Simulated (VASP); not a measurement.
# K2BePtF6 (Fm-3m) in VASP: single point with r2SCAN

Aim: the single point of K2BePtF6 with r2SCAN.

Program: VASP 6.6.1. These are calculated values, not measurements. Logs are shortened: lines on timing, memory, paths and dates and some standing lists are left out, and cuts for length are marked.

## Step 1: The cell of the first run

The structure is cubic, space group Fm-3m (No. 225). Conventional cell: a = 8.078 Å, b = 8.078 Å, c = 8.078 Å, α = 90.00°, β = 90.00°, γ = 90.00°. K (site symmetry -43m) has 12 F at 2.86 Å and 4 Pt at 3.50 Å and 4 Be at 3.50 Å within 3.8 Å. Within 2.5 Å of F (site symmetry 4mm) lie 1 Pt at 1.92 Å and 1 Be at 2.12 Å. Within 2.5 Å of Pt (site symmetry m-3m) lie 6 F at 1.92 Å. Be (site symmetry m-3m) has 6 F at 2.12 Å within 2.8 Å.

## Step 2: Single point, r2SCAN

File POSCAR:

```
K2BePtF6
1.0
    0.0000000000      4.0389340000      4.0389340000
    4.0389340000      0.0000000000      4.0389340000
    4.0389340000      4.0389340000      0.0000000000
K F Pt Be
2 6 1 1
Direct
    0.2500000000      0.2500000000      0.2500000000
    0.7500000000      0.7500000000      0.7500000000
    0.7620000000      0.2380000000      0.2380000000
    0.2380000000      0.7620000000      0.2380000000
    0.2380000000      0.7620000000      0.7620000000
    0.7620000000      0.2380000000      0.7620000000
    0.2380000000      0.2380000000      0.7620000000
    0.7620000000      0.7620000000      0.2380000000
    0.0000000000      0.0000000000      0.0000000000
    0.5000000000      0.5000000000      0.5000000000
```

File INCAR.step1:

```
SYSTEM = K2BePtF6
ALGO = Normal
EDIFF = 1E-4
ENCUT = 520
GGA = PE
ISMEAR = -5
LASPH = .TRUE.
LCHARG = .FALSE.
LREAL = .FALSE.
LWAVE = .TRUE.
NBANDS = 47
NELM = 60
PREC = Accurate
SIGMA = 0.1
```

File INCAR.step2:

```
SYSTEM = K2BePtF6
ALGO = Normal
EDIFF = 1E-6
ENCUT = 520
ISIF = 2
ISMEAR = -5
ISTART = 1
LASPH = .TRUE.
LCHARG = .FALSE.
LMIXTAU = .TRUE.
LREAL = .FALSE.
LWAVE = .FALSE.
METAGGA = R2SCAN
NBANDS = 47
NELM = 60
PREC = Accurate
SIGMA = 0.1
```

File KPOINTS:

```
k-points
0
G
  6 6 6
  0 0 0
```

Potentials or basis: VASP PAW PBE potentials, release 64 (K_sv, F, Pt, Be).

Launch:

```console
$ cat potpaw_PBE.64/K_sv/POTCAR potpaw_PBE.64/F/POTCAR potpaw_PBE.64/Pt/POTCAR potpaw_PBE.64/Be/POTCAR > POTCAR
$ cp INCAR.step1 INCAR
$ mpirun -np 1 vasp_std > vasp.out
$ cp INCAR.step2 INCAR
$ mpirun -np 1 vasp_std > vasp.out
```

OUTCAR:

```text
SYSTEM = K2BePtF6
   EDIFF = 1E-6
   ENCUT = 520
   ISIF = 2
   ISMEAR = -5
   ISTART = 1
   LASPH = .TRUE.
   LREAL = .FALSE.
   METAGGA = R2SCAN
   NELM = 60
   PREC = Accurate

 ion  position               nearest neighbor table
   1  0.250  0.250  0.250-   3 2.86   6 2.86   8 2.86   4 2.86   5 2.86   8 2.86   5 2.86   6 2.86
                             7 2.86   3 2.86   4 2.86   7 2.86   9 3.50   9 3.50   9 3.50   9 3.50
   2  0.750  0.750  0.750-   5 2.86   6 2.86   8 2.86   3 2.86   4 2.86   8 2.86   3 2.86   6 2.86
                             7 2.86   4 2.86   5 2.86   7 2.86   9 3.50   9 3.50   9 3.50   9 3.50
   3  0.762  0.238  0.238-   9 1.92  10 2.12   1 2.86   2 2.86   2 2.86   1 2.86
   4  0.238  0.762  0.238-   9 1.92  10 2.12   1 2.86   2 2.86   2 2.86   1 2.86
   5  0.238  0.762  0.762-   9 1.92  10 2.12   2 2.86   2 2.86   1 2.86   1 2.86
   6  0.762  0.238  0.762-   9 1.92  10 2.12   2 2.86   2 2.86   1 2.86   1 2.86
   7  0.238  0.238  0.762-   9 1.92  10 2.12   1 2.86   2 2.86   2 2.86   1 2.86
   8  0.762  0.762  0.238-   9 1.92  10 2.12   2 2.86   2 2.86   1 2.86   1 2.86
   9  0.000  0.000  0.000-   3 1.92   4 1.92   5 1.92   6 1.92   7 1.92   8 1.92   2 3.50   2 3.50
                             2 3.50   1 3.50   1 3.50   1 3.50   2 3.50   1 3.50
  10  0.500  0.500  0.500-   3 2.12   4 2.12   5 2.12   6 2.12   7 2.12   8 2.12

  LATTYP: Found a face centered cubic cell.
 ALAT       =     8.0778680000

  Lattice vectors:

 A1 = (   0.0000000000,   4.0389340000,   4.0389340000)
 A2 = (   4.0389340000,   0.0000000000,   4.0389340000)
 A3 = (   4.0389340000,   4.0389340000,   0.0000000000)

Analysis of symmetry for initial positions (statically):
=====================================================================
 Subroutine PRICEL returns:
 Original cell was already a primitive cell.

 Routine SETGRP: Setting up the symmetry group for a
 face centered cubic supercell.

 Subroutine GETGRP returns: Found 48 space group operations
 (whereof 48 operations were pure point group operations)
 out of a pool of 48 trial point group operations.

The static configuration has the point symmetry O_h .

Analysis of symmetry for dynamics (positions and initial velocities):
=====================================================================
 Subroutine PRICEL returns:
 Original cell was already a primitive cell.

 Routine SETGRP: Setting up the symmetry group for a
 face centered cubic supercell.

 Subroutine GETGRP returns: Found 48 space group operations
 (whereof 48 operations were pure point group operations)
 out of a pool of 48 trial point group operations.

The dynamic configuration has the point symmetry O_h .

 Subroutine INISYM returns: Found 48 space group operations
 (whereof 48 operations are pure point group operations),
 and found     1 'primitive' translations

----------------------------------------------------------------------------------------

                                     Primitive cell

  volume of cell :     131.7742

  direct lattice vectors                    reciprocal lattice vectors
     0.000000000  4.038934000  4.038934000    -0.123795041  0.123795041  0.123795041
     4.038934000  0.000000000  4.038934000     0.123795041 -0.123795041  0.123795041
     4.038934000  4.038934000  0.000000000     0.123795041  0.123795041 -0.123795041

  length of vectors
     5.711915240  5.711915240  5.711915240     0.214419301  0.214419301  0.214419301

  position of ions in fractional coordinates (direct lattice)
     0.250000000  0.250000000  0.250000000
     0.750000000  0.750000000  0.750000000
     0.762000000  0.238000000  0.238000000
     0.238000000  0.762000000  0.238000000
     0.238000000  0.762000000  0.762000000
     0.762000000  0.238000000  0.762000000
     0.238000000  0.238000000  0.762000000
     0.762000000  0.762000000  0.238000000
     0.000000000  0.000000000  0.000000000
     0.500000000  0.500000000  0.500000000

  ion indices of the primitive-cell ions
   primitive index   ion index
                 1           1
                 2           2
                 3           3
                 4           4
                 5           5
                 6           6
                 7           7
                 8           8
                 9           9
                10          10

----------------------------------------------------------------------------------------

 KPOINTS: k-points

Automatic generation of k-mesh.
 Grid dimensions read from file:
 generate k-points for:    6    6    6

 Generating k-lattice:

  Cartesian coordinates                     Fractional coordinates (reciprocal lattice)
    -0.020632507  0.020632507  0.020632507     0.166666667  0.000000000  0.000000000
     0.020632507 -0.020632507  0.020632507     0.000000000  0.166666667  0.000000000
     0.020632507  0.020632507 -0.020632507     0.000000000  0.000000000  0.166666667

  Length of vectors
     0.035736550  0.035736550  0.035736550

  Shift w.r.t. Gamma in fractional coordinates (k-lattice)
     0.000000000  0.000000000  0.000000000

 TETIRR: Found     35 inequivalent tetrahedra from     1296

 Subroutine IBZKPT returns following result:
 ===========================================

 Found     16 irreducible k-points:

 Following reciprocal coordinates:
            Coordinates               Weight
  0.000000  0.000000  0.000000      1.000000
  0.166667  0.000000  0.000000      8.000000
  0.333333  0.000000  0.000000      8.000000
  0.500000  0.000000  0.000000      4.000000
  0.166667  0.166667  0.000000      6.000000
  0.333333  0.166667  0.000000     24.000000
[... 8 lines left out ...]
 -0.333333  0.333333  0.166667     24.000000
 -0.333333  0.500000  0.166667     12.000000
   k-points           NKPTS =     16   k-points in BZ     NKDIM =     16   number of bands    NBANDS=     47
   number of dos      NEDOS =    301   number of ions     NIONS =     10
   total plane-waves  NPLWV =  74088
   dimension x,y,z NGX =    42 NGY =   42 NGZ =   42
   dimension x,y,z NGXF=    84 NGYF=   84 NGZF=   84
   ions per type =               2   6   1   1
   NGX,Y,Z   is equivalent  to a cutoff of  12.22, 12.22, 12.22 a.u.
   NGXF,Y,Z  is equivalent  to a cutoff of  24.45, 24.45, 24.45 a.u.
 SYSTEM =  K2BePtF6
   PREC   = accura    normal or accurate (medium, high low for compatibility)
   ISTART =      1    job   : 0-new  1-cont  2-samecut
   ICHARG =      0    charge: 1-file 2-atom 10-const
   ISPIN  =      1    spin polarized calculation?
   LNONCOLLINEAR =      F non collinear calculations
   LSORBIT =      F    spin-orbit coupling
   LASPH  =      T    aspherical Exc in radial PAW
   ENCUT  =  520.0 eV  38.22 Ry    6.18 a.u.  10.62 10.62 10.62*2*pi/ulx,y,z
   NELM   =     60;   NELMIN=  2; NELMDL=  0     # of ELM steps
   EDIFF  = 0.1E-05   stopping-criterion for ELM
   LREAL  =      F    real-space projection
   EDIFFG = 0.1E-04   stopping-criterion for IOM
   NSW    =      0    number of steps for IOM
   IBRION =     -1    ionic relax: 0-MD 1-quasi-New 2-CG
   NFREE  =      0    steps in history (QN), initial steepest desc. (CG)
   ISIF   =      2    stress and relaxation
   ISYM   =      2    0-nonsym 1-usesym 2-fastsym
   POTIM  = 0.5000    time-step for ionic-motion
   TEBEG  =    0.0;   TEEND  =   0.0 temperature during run
   PSTRESS=    0.0 pullay stress
   NELECT =      72.0000    total number of electrons
   NUPDOWN=      -1.0000    fix difference up-down
   EMIN   =  10.00;   EMAX   =-10.00  energy-range for DOS
   EFERMI =   0.00;   METHOD = LEGACY
   ISMEAR =    -5;   SIGMA  =   0.10  broadening in eV -4-tet -1-fermi 0-gaus
   EFERMI_NEDOS =   21; number of points for ismear=-14 and -15
   IALGO  =     38    algorithm
   IMIX   =      4    mixing-type and parameters
     AMIX     =   0.40;   BMIX     =  1.00
     AMIX_MAG =   1.60;   BMIX_MAG =  1.00
  volume/ion in A,a.u.               =      13.18        88.93
  Fermi-wavevector in a.u.,A,eV,Ry     =   1.338368  2.529149 24.371152  1.791229
  Thomas-Fermi vector in A             =   2.466844
   LORBIT       =      0    0 simple, 1 ext, 2 COOP (PROOUT), +10 PAW based schemes
   METAGGA = R2SCAN    functional components
   LHFCALC =     F    Hartree Fock is set to
   AEXX    =    0.0000 exact exchange contribution
   IVDW    =     0    specifies the selected vdW correction
   LEPSILON=     F    determine dielectric tensor
   LRPA    =     F    only Hartree local field effects (RPA)
 non-spin polarized calculation
 Fermi weights with tetrahedron method with Bloechl corrections
  energy-cutoff  :      520.00
  volume of cell :      131.77
 maximum number of plane-waves:      3582
   NGX = 21   NGY = 21   NGZ = 21

 number of electron      71.9999940 magnetization

 Free energy of the ion-electron system (eV)
  ---------------------------------------------------
  ext. energy  EPLUGINS =         0.00000000
  ---------------------------------------------------
  free energy    TOTEN  =      -104.74670666 eV

  energy without entropy =     -104.74670666  energy(sigma->0) =     -104.74670666

 E-fermi :   5.0958     XC(G=0): -10.3762

 val. band max:        5.1760784694   @ k =   0.3333   0.0000   0.0000
 cond. band min:       5.0352401655   @ k =  -0.3333   0.1667   0.0000
 fundamental gap:     -0.1408383039
 Fermi energy:         5.0957626552

 k-point     1 :       0.0000    0.0000    0.0000
  band No.  band energies     occupation
      1     -28.2831      2.00000
      2     -28.2301      2.00000
      3     -23.4392      2.00000
      4     -22.9515      2.00000
      5     -22.9515      2.00000
      6     -22.8399      2.00000
[... 39 lines left out ...]
     46      11.8619      0.00000
     47      11.8619      0.00000

 k-point     2 :       0.1667    0.0000    0.0000
  band No.  band energies     occupation
      1     -28.2781      2.00000
      2     -28.2324      2.00000
      3     -23.4213      2.00000
      4     -22.9735      2.00000
      5     -22.9735      2.00000
      6     -22.8710      2.00000
[... 39 lines left out ...]
     46      11.7689      0.00000
     47      11.7690      0.00000

 k-point     3 :       0.3333    0.0000    0.0000
  band No.  band energies     occupation
      1     -28.2657      2.00000
      2     -28.2395      2.00000
      3     -23.3785      2.00000
      4     -23.0042      2.00000
      5     -23.0042      2.00000
      6     -22.9410      2.00000
[... 39 lines left out ...]
     46      11.5756      0.00000
     47      11.5757      0.00000

 k-point     4 :       0.5000    0.0000    0.0000
  band No.  band energies     occupation
      1     -28.2516      2.00000
      2     -28.2510      2.00000
      3     -23.3507      2.00000
      4     -23.0169      2.00000
      5     -23.0169      2.00000
      6     -22.9819      2.00000
[... 539 lines left out ...]
     46      11.5506      0.00000
     47      11.6150      0.00000

 k-point    15 :      -0.3333    0.3333    0.1667
  band No.  band energies     occupation
      1     -28.2500      2.00000
      2     -28.2498      2.00000
      3     -23.3303      2.00000
      4     -23.1048      2.00000
      5     -22.9986      2.00000
      6     -22.8766      2.00000
[... 39 lines left out ...]
     46      11.2892      0.00000
     47      11.7836      0.00000

 k-point    16 :      -0.3333    0.5000    0.1667
  band No.  band energies     occupation
      1     -28.2536      2.00000
      2     -28.2453      2.00000
      3     -23.3285      2.00000
      4     -23.1155      2.00000
      5     -22.9800      2.00000
      6     -22.8499      2.00000
[... 39 lines left out ...]
     46      11.5939      0.00000
     47      11.8593      0.00000

------------------------ aborting loop because EDIFF is reached ----------------------------------------

  FORCE on cell =-STRESS in cart. coord.  units (eV):
  Direction    XX          YY          ZZ          XY          YZ          ZX
  --------------------------------------------------------------------------------------
  -------------------------------------------------------------------------------------
  Total       14.2432929     14.2432929     14.2432929     -0.0000000      0.0000000      0.0000000
  in kB      173.1772032    173.1772032    173.1772032     -0.0000000      0.0000000      0.0000000
  external PRESSURE =     173.1772032 kB  Pullay stress =       0.0000000 kB

 VOLUME and BASIS-vectors are now :
 -----------------------------------------------------------------------------
  energy-cutoff  :      520.00
  volume of cell :      131.77
      direct lattice vectors                 reciprocal lattice vectors
     0.000000000  4.038934000  4.038934000    -0.123795041  0.123795041  0.123795041
     4.038934000  0.000000000  4.038934000     0.123795041 -0.123795041  0.123795041
     4.038934000  4.038934000  0.000000000     0.123795041  0.123795041 -0.123795041

 POSITION                                       TOTAL-FORCE (eV/Angst)
 -----------------------------------------------------------------------------------
      2.01947      2.01947      2.01947        -0.000000      0.000000      0.000000
      6.05840      6.05840      6.05840        -0.000000      0.000000     -0.000000
      1.92253      4.03893      4.03893         5.354319     -0.000000      0.000000
      4.03893      1.92253      4.03893        -0.000000      5.354319      0.000000
      6.15534      4.03893      4.03893        -5.354319     -0.000000      0.000000
      4.03893      6.15534      4.03893        -0.000000     -5.354319      0.000000
      4.03893      4.03893      1.92253        -0.000000     -0.000000      5.354319
      4.03893      4.03893      6.15534        -0.000000     -0.000000     -5.354319
      0.00000      0.00000      0.00000        -0.000000     -0.000000      0.000000
      4.03893      4.03893      4.03893        -0.000000     -0.000000     -0.000000
 -----------------------------------------------------------------------------------
    total drift:                                0.000000      0.000000      0.000000

  FREE ENERGIE OF THE ION-ELECTRON SYSTEM (eV)
  ---------------------------------------------------
  free  energy   TOTEN  =      -104.7467066564 eV

  energy  without entropy=     -104.7467066564  energy(sigma->0) =     -104.74670666
```

Wall time 7.1 min (1 thread of Intel Xeon Platinum 8259CL at 2.50GHz (Skylake/Cascade Lake), shared host); peak memory 0.34 GiB.

What came out:

```
Free energy            : -104.7467 eV
Pressure               : 17.3 GPa
Largest force          : 5.354 eV/Å
Band gap on the k mesh : zero (bands 36 and 37 overlap by 0.14 eV)
```

Forces in eV/Å, atoms in the order of the input:
```
K    0.000  0.000  0.000
K    0.000  0.000  0.000
F    5.354  0.000  0.000
F    0.000  5.354  0.000
F   -5.354  0.000  0.000
F    0.000 -5.354  0.000
F    0.000  0.000  5.354
F    0.000  0.000 -5.354
Pt   0.000  0.000  0.000
Be   0.000  0.000  0.000
```

Levels at points of the mesh, in eV from the Fermi level:
```
           k point  band 32  band 33  band 34  band 35  band 36  band 37  band 38  band 39  band 40  band 41
(0.00, 0.00, 0.00)    -7.14    -3.43    -3.43    -3.43    -0.25     0.57     0.57     3.47     3.47     3.47
(0.50, 0.00, 0.00)    -7.35    -3.37    -3.29    -3.29    -0.05    -0.05     1.53     2.51     4.74     4.74
(0.50, 0.50, 0.00)    -7.15    -3.45    -3.14    -3.14    -1.35     0.60     3.21     3.44     4.39     4.39
```

Caveat: the cell stands under pressure; the PAW data sets were made with another functional, which shifts forces and pressure a little; spin-orbit coupling is left out, which moves the levels of the heavy elements; tetrahedron occupations give inexact forces and stress in metals.
